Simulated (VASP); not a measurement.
Pt:

```
Pt
1.0
     1.38613   -3.88595    0.00000
     1.38613    3.88595    0.00000
     0.00000    0.00000    3.03037
Pt
2
Direct
  0.86700 0.13300 0.25000
  0.13300 0.86700 0.75000
```

- Program: VASP 6.6.1
- Task: relaxation of cell and atoms
- Functional: PBE
- Potentials or basis: VASP PAW PBE potentials, release 64 (Pt)
- Cutoff: 600 eV
- k mesh: 6 × 6 × 6
- Occupations: gaussian, width 0.1 eV
- Spin: no spin polarisation

At the start: pressure 4.8 GPa; volume 16.32 Å³/atom.

**Question.** Where does the relaxation end?

**Answer.** Over 19 steps the energy falls by 84.6 meV/atom and the volume is 16.28 Å³/atom (-0.2 %); space group Cmcm (No. 63, to 0.1 Å) before and after.

The path:
| step | energy change (eV) | largest force (eV/Å) | pressure (GPa) | volume (Å³) |
| --- | --- | --- | --- | --- |
| 1 | 0.0000 | 0.4927 | 4.78 | 32.65 |
| 2 | 0.0432 | 0.3818 | -10.33 | 34.96 |
| 3 | -0.0352 | 0.0079 | -2.20 | 33.53 |
| 4 | -0.0427 | 0.2338 | 1.60 | 32.87 |
| 5 | -0.0437 | 0.1700 | 0.56 | 33.03 |
| 6 | -0.0584 | 0.1098 | 0.96 | 32.88 |
| 7 | -0.1201 | 0.1064 | 2.54 | 32.35 |
| 8 | 0.1349 | 0.5360 | 18.00 | 30.93 |
| 9 | -0.1463 | 0.2368 | 3.50 | 32.14 |
| 10 | -0.1384 | 0.4029 | 6.99 | 31.70 |
| 11 | -0.1551 | 0.3115 | 4.69 | 31.96 |
| 12 | -0.1599 | 0.3031 | 3.74 | 32.07 |
| 13 | -0.1605 | 0.2940 | 3.21 | 32.14 |
| 14 | -0.1637 | 0.2559 | 2.28 | 32.26 |
| 15 | -0.1677 | 0.1630 | -0.25 | 32.60 |
| 16 | -0.1678 | 0.1580 | -0.35 | 32.62 |
| 17 | -0.1683 | 0.1253 | -0.30 | 32.61 |
| 18 | -0.1690 | 0.0732 | -0.17 | 32.60 |
| 19 | -0.1692 | 0.0320 | 0.16 | 32.57 |

Final structure:
```
Pt
1.0
     1.37158   -4.33974    0.00000
     1.37158    4.33974    0.00000
     0.00000    0.00000    2.73584
Pt
2
Direct
  0.86760 0.13240 0.25000
  0.13240 0.86760 0.75000
```

Caveat: the k points lie up to 0.40 Å⁻¹ apart in the final cell, too coarse for converged energies and pressures of a metal.
